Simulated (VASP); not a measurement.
# CaO (rock salt type) (Fm-3m) in VASP: settings compared

Aim: see how the results for CaO (rock salt type) move with the level of theory and the settings. Levels: r2SCAN, PBE. Tasks: single point.

Everything below comes from runs of VASP 6.6.1. Logs are shortened: lines on timing, memory, paths and dates and some standing lists are left out, and cuts for length are marked.

**1. The cell of the first run**

Symmetry: Fm-3m, No. 225, cubic system. Conventional cell: a = 4.895 Å, b = 4.895 Å, c = 4.895 Å, α = 90.00°, β = 90.00°, γ = 90.00°. Within 3.2 Å of Ca (site symmetry m-3m) lie 6 O at 2.45 Å. O (site symmetry m-3m) has 6 Ca at 2.45 Å within 3.2 Å.

**2. Single point, r2SCAN**

File POSCAR:

```
CaO
1.0
    0.0000000000      2.4473654209      2.4473654209
    2.4473654209      0.0000000000      2.4473654209
    2.4473654209      2.4473654209      0.0000000000
Ca O
1 1
Direct
    0.0000000000      0.0000000000      0.0000000000
    0.5000000000      0.5000000000      0.5000000000
```

File INCAR.step1:

```
SYSTEM = CaO
ALGO     = Normal         ! electronic algorithm
EDIFF    = 1E-4           ! SCF threshold, eV
ENCUT    = 520            ! plane-wave cutoff, eV
GGA      = PE             ! functional
ISMEAR   = -1             ! smearing method
LASPH    = .True.         ! aspherical terms in the spheres
LCHARG   = .False.        ! write CHGCAR
LREAL    = .False.        ! projectors in reciprocal space
LWAVE    = .True.         ! write WAVECAR
NBANDS   = 15             ! bands
NELM     = 100            ! most SCF steps
PREC     = Accurate       ! precision mode
SIGMA    = 0.1            ! smearing width, eV
```

File INCAR.step2:

```
SYSTEM = CaO
ALGO     = Normal         ! electronic algorithm
EDIFF    = 1E-6           ! SCF threshold, eV
ENCUT    = 520            ! plane-wave cutoff, eV
ISIF     = 2              ! what is computed and relaxed
ISMEAR   = -1             ! smearing method
ISTART   = 1            
LASPH    = .True.         ! aspherical terms in the spheres
LCHARG   = .True.         ! write CHGCAR
LELF     = .True.         ! ELF
LMIXTAU  = .True.       
LREAL    = .False.        ! projectors in reciprocal space
LVHAR    = .True.       
LWAVE    = .False.        ! write WAVECAR
METAGGA  = R2SCAN         ! meta-GGA
NBANDS   = 15             ! bands
NELM     = 100            ! most SCF steps
PREC     = Accurate       ! precision mode
SIGMA    = 0.1            ! smearing width, eV
```

File KPOINTS:

```
k-points
0
Gamma
  12 12 12
  0 0 0
```

Potentials or basis: VASP PAW PBE potentials, release 64 (Ca_sv, O).

Command:

```console
$ cat potpaw_PBE.64/Ca_sv/POTCAR potpaw_PBE.64/O/POTCAR > POTCAR
$ cp INCAR.step1 INCAR
$ mpirun -np 1 vasp_std > vasp.out
$ cp INCAR.step2 INCAR
$ mpirun -np 1 vasp_std > vasp.out
```

OUTCAR:

```text
SYSTEM = CaO
   EDIFF = 1E-6
   ENCUT = 520
   ISIF = 2
   ISMEAR = -1
   ISTART = 1
   LASPH = .True.
   LREAL = .False.
   METAGGA = R2SCAN
   NELM = 100
   PREC = Accurate

 ion  position               nearest neighbor table
   1  0.000  0.000  0.000-   2 2.45   2 2.45   2 2.45   2 2.45   2 2.45   2 2.45
   2  0.500  0.500  0.500-   1 2.45   1 2.45   1 2.45   1 2.45   1 2.45   1 2.45

  LATTYP: Found a face centered cubic cell.
 ALAT       =     4.8947308418

  Lattice vectors:

 A1 = (   0.0000000000,   2.4473654209,   2.4473654209)
 A2 = (   2.4473654209,   0.0000000000,   2.4473654209)
 A3 = (   2.4473654209,   2.4473654209,   0.0000000000)

Analysis of symmetry for initial positions (statically):
=====================================================================
 Subroutine PRICEL returns:
 Original cell was already a primitive cell.

 Routine SETGRP: Setting up the symmetry group for a
 face centered cubic supercell.

 Subroutine GETGRP returns: Found 48 space group operations
 (whereof 48 operations were pure point group operations)
 out of a pool of 48 trial point group operations.

The static configuration has the point symmetry O_h .

Analysis of symmetry for dynamics (positions and initial velocities):
=====================================================================
 Subroutine PRICEL returns:
 Original cell was already a primitive cell.

 Routine SETGRP: Setting up the symmetry group for a
 face centered cubic supercell.

 Subroutine GETGRP returns: Found 48 space group operations
 (whereof 48 operations were pure point group operations)
 out of a pool of 48 trial point group operations.

The dynamic configuration has the point symmetry O_h .

 Subroutine INISYM returns: Found 48 space group operations
 (whereof 48 operations are pure point group operations),
 and found     1 'primitive' translations

----------------------------------------------------------------------------------------

                                     Primitive cell

  volume of cell :      29.3175

  direct lattice vectors                    reciprocal lattice vectors
     0.000000000  2.447365421  2.447365421    -0.204301326  0.204301326  0.204301326
     2.447365421  0.000000000  2.447365421     0.204301326 -0.204301326  0.204301326
     2.447365421  2.447365421  0.000000000     0.204301326  0.204301326 -0.204301326

  length of vectors
     3.461097370  3.461097370  3.461097370     0.353860276  0.353860276  0.353860276

  position of ions in fractional coordinates (direct lattice)
     0.000000000  0.000000000  0.000000000
     0.500000000  0.500000000  0.500000000

  ion indices of the primitive-cell ions
   primitive index   ion index
                 1           1
                 2           2

----------------------------------------------------------------------------------------

 KPOINTS: k-points

Automatic generation of k-mesh.
 Grid dimensions read from file:
 generate k-points for:   12   12   12

 Generating k-lattice:

  Cartesian coordinates                     Fractional coordinates (reciprocal lattice)
    -0.017025110  0.017025110  0.017025110     0.083333333  0.000000000  0.000000000
     0.017025110 -0.017025110  0.017025110     0.000000000  0.083333333  0.000000000
     0.017025110  0.017025110 -0.017025110     0.000000000  0.000000000  0.083333333

  Length of vectors
     0.029488356  0.029488356  0.029488356

  Shift w.r.t. Gamma in fractional coordinates (k-lattice)
     0.000000000  0.000000000  0.000000000

 Subroutine IBZKPT returns following result:
 ===========================================

 Found     72 irreducible k-points:

 Following reciprocal coordinates:
            Coordinates               Weight
  0.000000  0.000000  0.000000      1.000000
  0.083333  0.000000  0.000000      8.000000
  0.166667  0.000000  0.000000      8.000000
  0.250000  0.000000  0.000000      8.000000
  0.333333  0.000000  0.000000      8.000000
  0.416667  0.000000  0.000000      8.000000
[... 16 lines left out ...]
  0.500000  0.166667  0.000000     24.000000
 -0.416667  0.166667  0.000000     24.000000
 [... further k-points ...]
   k-points           NKPTS =     72   k-points in BZ     NKDIM =     72   number of bands    NBANDS=     15
   number of dos      NEDOS =    301   number of ions     NIONS =      2
   total plane-waves  NPLWV =  21952
   dimension x,y,z NGX =    28 NGY =   28 NGZ =   28
   dimension x,y,z NGXF=    56 NGYF=   56 NGZF=   56
   ions per type =               1   1
   NGX,Y,Z   is equivalent  to a cutoff of  13.45, 13.45, 13.45 a.u.
   NGXF,Y,Z  is equivalent  to a cutoff of  26.90, 26.90, 26.90 a.u.
 SYSTEM =  CaO
   PREC   = accura    normal or accurate (medium, high low for compatibility)
   ISTART =      1    job   : 0-new  1-cont  2-samecut
   ICHARG =      0    charge: 1-file 2-atom 10-const
   ISPIN  =      1    spin polarized calculation?
   LNONCOLLINEAR =      F non collinear calculations
   LSORBIT =      F    spin-orbit coupling
   LASPH  =      T    aspherical Exc in radial PAW
   ENCUT  =  520.0 eV  38.22 Ry    6.18 a.u.   6.44  6.44  6.44*2*pi/ulx,y,z
   NELM   =    100;   NELMIN=  2; NELMDL=  0     # of ELM steps
   EDIFF  = 0.1E-05   stopping-criterion for ELM
   LREAL  =      F    real-space projection
   EDIFFG = 0.1E-04   stopping-criterion for IOM
   NSW    =      0    number of steps for IOM
   IBRION =     -1    ionic relax: 0-MD 1-quasi-New 2-CG
   NFREE  =      0    steps in history (QN), initial steepest desc. (CG)
   ISIF   =      2    stress and relaxation
   ISYM   =      2    0-nonsym 1-usesym 2-fastsym
   POTIM  = 0.5000    time-step for ionic-motion
   TEBEG  =    0.0;   TEEND  =   0.0 temperature during run
   PSTRESS=    0.0 pullay stress
   NELECT =      16.0000    total number of electrons
   NUPDOWN=      -1.0000    fix difference up-down
   EMIN   =  10.00;   EMAX   =-10.00  energy-range for DOS
   EFERMI =   0.00;   METHOD = LEGACY
   ISMEAR =    -1;   SIGMA  =   0.10  broadening in eV -4-tet -1-fermi 0-gaus
   EFERMI_NEDOS =   21; number of points for ismear=-14 and -15
   IALGO  =     38    algorithm
   IMIX   =      4    mixing-type and parameters
     AMIX     =   0.40;   BMIX     =  1.00
     AMIX_MAG =   1.60;   BMIX_MAG =  1.00
  volume/ion in A,a.u.               =      14.66        98.92
  Fermi-wavevector in a.u.,A,eV,Ry     =   1.337846  2.528162 24.352128  1.789831
  Thomas-Fermi vector in A             =   2.466362
   LORBIT       =      0    0 simple, 1 ext, 2 COOP (PROOUT), +10 PAW based schemes
   METAGGA = R2SCAN    functional components
   LHFCALC =     F    Hartree Fock is set to
   AEXX    =    0.0000 exact exchange contribution
   IVDW    =     0    specifies the selected vdW correction
   LEPSILON=     F    determine dielectric tensor
   LRPA    =     F    only Hartree local field effects (RPA)
 non-spin polarized calculation
  energy-cutoff  :      520.00
  volume of cell :       29.32
 maximum number of plane-waves:       817
 NGX is ok and might be reduce to    28
   NGX = 13   NGY = 13   NGZ = 13

 number of electron      16.0000005 magnetization

 Free energy of the ion-electron system (eV)
  ---------------------------------------------------
  ext. energy  EPLUGINS =         0.00000000
  ---------------------------------------------------
  free energy    TOTEN  =       -19.42873091 eV

  energy without entropy =      -19.42873091  energy(sigma->0) =      -19.42873091

 E-fermi :   3.7852     XC(G=0): -10.7892

 val. band max:        1.7189571067   @ k =   0.0000   0.0000   0.0000
 cond. band min:       5.9143919273   @ k =   0.5000   0.5000   0.0000
 fundamental gap:      4.1954348206
 Fermi energy:         3.7851708756

 k-point     1 :       0.0000    0.0000    0.0000
  band No.  band energies     occupation
      1     -37.5753      2.00000
      2     -17.5012      2.00000
      3     -17.5012      2.00000
      4     -17.5012      2.00000
      5     -14.6506      2.00000
      6       1.7189      2.00000
      7       1.7190      2.00000
      8       1.7190      2.00000
      9       6.7004      0.00000
     10       8.4299      0.00000
     11       8.4299      0.00000
     12       8.4299      0.00000
     13       9.9327      0.00000
     14       9.9327      0.00000
     15      17.1306      0.00000

 k-point     2 :       0.0833    0.0000    0.0000
  band No.  band energies     occupation
      1     -37.5700      2.00000
      2     -17.5857      2.00000
      3     -17.5042      2.00000
      4     -17.5042      2.00000
      5     -14.5617      2.00000
      6       1.4798      2.00000
      7       1.6316      2.00000
      8       1.6317      2.00000
      9       7.0171      0.00000
     10       8.4000      0.00000
     11       8.5441      0.00000
     12       8.5441      0.00000
     13      10.0883      0.00000
     14      10.0883      0.00000
     15      17.3994      0.00000

 k-point     3 :       0.1667    0.0000    0.0000
  band No.  band energies     occupation
      1     -37.5557      2.00000
      2     -17.7949      2.00000
      3     -17.5124      2.00000
      4     -17.5123      2.00000
      5     -14.3381      2.00000
      6       0.9185      2.00000
      7       1.4063      2.00000
      8       1.4063      2.00000
      9       7.7958      0.00000
     10       8.3830      0.00000
     11       8.8683      0.00000
     12       8.8683      0.00000
     13      10.5117      0.00000
     14      10.5117      0.00000
     15      17.9136      0.00000

 k-point     4 :       0.2500    0.0000    0.0000
  band No.  band energies     occupation
      1     -37.5360      2.00000
      2     -18.0442      2.00000
      3     -17.5234      2.00000
      4     -17.5234      2.00000
      5     -14.0680      2.00000
      6       0.2816      2.00000
      7       1.1241      2.00000
      8       1.1242      2.00000
      9       8.4192      0.00000
     10       8.8244      0.00000
     11       9.3454      0.00000
     12       9.3454      0.00000
     13      11.0978      0.00000
     14      11.0978      0.00000
     15      17.8890      0.00000
[... 307 lines left out ...]
 k-point    22 :       0.4167    0.1667    0.0000
  band No.  band energies     occupation
      1     -37.5006      2.00000
      2     -18.2315      2.00000
      3     -17.6045      2.00000
      4     -17.5876      2.00000
      5     -13.8883      2.00000
      6      -0.2131      2.00000
      7       0.7710      2.00000
      8       0.9825      2.00000
      9       7.8780      0.00000
     10       9.7241      0.00000
     11      10.5906      0.00000
     12      10.6141      0.00000
     13      11.5380      0.00000
     14      12.6498      0.00000
     15      16.9688      0.00000

 k-point    23 :       0.5000    0.1667    0.0000
  band No.  band energies     occupation
      1     -37.4905      2.00000
      2     -18.3200      2.00000
      3     -17.6328      2.00000
      4     -17.5816      2.00000
      5     -13.7898      2.00000
      6      -0.3671      2.00000
      7       0.6324      2.00000
      8       0.7967      2.00000
      9       8.4349      0.00000
     10       9.6772      0.00000
     11      10.6972      0.00000
     12      11.0681      0.00000
     13      12.0853      0.00000
     14      13.1191      0.00000
     15      16.1659      0.00000

 k-point    24 :      -0.4167    0.1667    0.0000
  band No.  band energies     occupation
      1     -37.4891      2.00000
      2     -18.3375      2.00000
      3     -17.6544      2.00000
      4     -17.5665      2.00000
      5     -13.7548      2.00000
      6      -0.4263      2.00000
      7       0.6632      2.00000
      8       0.6923      2.00000
      9       8.9969      0.00000
     10       9.3235      0.00000
     11      10.5128      0.00000
     12      11.0698      0.00000
     13      12.3798      0.00000
     14      13.2909      0.00000
     15      16.0068      0.00000

 [... further k-points ...]

------------------------ aborting loop because EDIFF is reached ----------------------------------------

  FORCE on cell =-STRESS in cart. coord.  units (eV):
  Direction    XX          YY          ZZ          XY          YZ          ZX
  --------------------------------------------------------------------------------------
  -------------------------------------------------------------------------------------
  Total       -1.0131598     -1.0131598     -1.0131598      0.0000000     -0.0000000     -0.0000000
  in kB      -55.3684124    -55.3684124    -55.3684124      0.0000000     -0.0000000     -0.0000000
  external PRESSURE =     -55.3684124 kB  Pullay stress =       0.0000000 kB

 VOLUME and BASIS-vectors are now :
 -----------------------------------------------------------------------------
  energy-cutoff  :      520.00
  volume of cell :       29.32
      direct lattice vectors                 reciprocal lattice vectors
     0.000000000  2.447365421  2.447365421    -0.204301326  0.204301326  0.204301326
     2.447365421  0.000000000  2.447365421     0.204301326 -0.204301326  0.204301326
     2.447365421  2.447365421  0.000000000     0.204301326  0.204301326 -0.204301326

 POSITION                                       TOTAL-FORCE (eV/Angst)
 -----------------------------------------------------------------------------------
      0.00000      0.00000      0.00000         0.000000     -0.000000      0.000000
      2.44737      2.44737      2.44737        -0.000000      0.000000     -0.000000
 -----------------------------------------------------------------------------------
    total drift:                                0.000000      0.000000      0.000000

  FREE ENERGIE OF THE ION-ELECTRON SYSTEM (eV)
  ---------------------------------------------------
  free  energy   TOTEN  =       -19.4287309071 eV

  energy  without entropy=      -19.4287309069  energy(sigma->0) =      -19.42873091
```

Wall time 66 s (1 thread of AMD EPYC 9R45 (Zen 5), shared host); peak memory 0.15 GiB.

What came out:

```
Free energy            : -19.4287 eV
Pressure               : -5.5 GPa
Band gap on the k mesh : 4.20 eV (least direct gap 4.58 eV)
```

Caveat: the cell stands under tension; the PAW data sets were made with another functional, which shifts forces and pressure a little.

(Continued in part 2 of 2.)
